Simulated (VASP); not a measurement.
Input of a VASP 6.6.1 run:

File INCAR:

```
SYSTEM = Sr19Ca5
PREC     = Accurate       ! precision mode
ENCUT    = 400            ! plane-wave cutoff, eV
EDIFF    = 1E-6           ! SCF threshold, eV
ISMEAR   = -1             ! smearing method
SIGMA    = 0.0534         ! smearing width, eV
LREAL    = Auto         
LASPH    = .TRUE.         ! aspherical terms in the spheres
NELM     = 120            ! most SCF steps
ALGO     = Normal         ! electronic algorithm
ISIF     = 2              ! what is computed and relaxed
LWAVE    = .FALSE.        ! write WAVECAR
LCHARG   = .TRUE.         ! write CHGCAR
GGA      = PE             ! functional
LELF     = .TRUE.         ! ELF
LVHAR    = .TRUE.       
ISYM     = -1           
NBANDS   = 138            ! bands
GGA_COMPAT= .FALSE.
```

Contents of KPOINTS:

```
explicit points
1
Reciprocal
  0.25000000   0.25000000   0.25000000 1
```

File POSCAR:

```
Sr19Ca5
1.0
   10.4978800000     -0.1668760000      0.0738540000
   -0.1668760000     10.3895350000      0.2213770000
    0.0738540000      0.2213770000     11.1990180000
Sr Ca
19 5
Direct
    0.2822055160      0.7067480438      0.7683354230
    0.8362145830      0.3652566056      0.7231729422
    0.1494438282      0.0061273367      0.7188253938
    0.5828447621      0.2486041126      0.5048296512
    0.2697409244      0.6044020492      0.3512516759
    0.8059636894      0.9618902808      0.5279105697
    0.4366307659      0.2144590854      0.1948532240
    0.4839516505      0.4098364045      0.8177012378
    0.1557391086      0.1227987725      0.3573495658
    0.2729871075      0.8875076633      0.0942377293
    0.5309983562      0.0363327661      0.8204977801
    0.9160366663      0.8390644327      0.2049139899
    0.2538846312      0.5064231493      0.0768337159
    0.0020771675      0.6920415419      0.5837770341
    0.4915431072      0.9131891134      0.4426272472
    0.7283405829      0.3124121717      0.0637616856
    0.0444852345      0.2236345310      0.0541417155
    0.9730591144      0.6239185085      0.9491728189
    0.5920591968      0.7469865926      0.0977297661
    0.8957386255      0.4565825047      0.3233279252
    0.6325091181      0.6270481659      0.4090972646
    0.8457550941      1.0075579768      0.8643777911
    0.6483765327      0.7009391275      0.7338652370
    0.1655594418      0.3689862970      0.6841173658
```

Potentials or basis: VASP PAW PBE potentials, release 64 (Sr_sv, Ca_sv).

Launch:

```console
$ cat potpaw_PBE.64/Sr_sv/POTCAR potpaw_PBE.64/Ca_sv/POTCAR > POTCAR
$ mpirun -np 1 vasp_std > vasp.out
```

(1) What does it give for the largest force?

(2) Estimate the pressure.

Results:

(1) 1.226 eV/Å.

(2) 1.4 GPa.

Caveat: the atoms stand as in a frame of molecular dynamics.
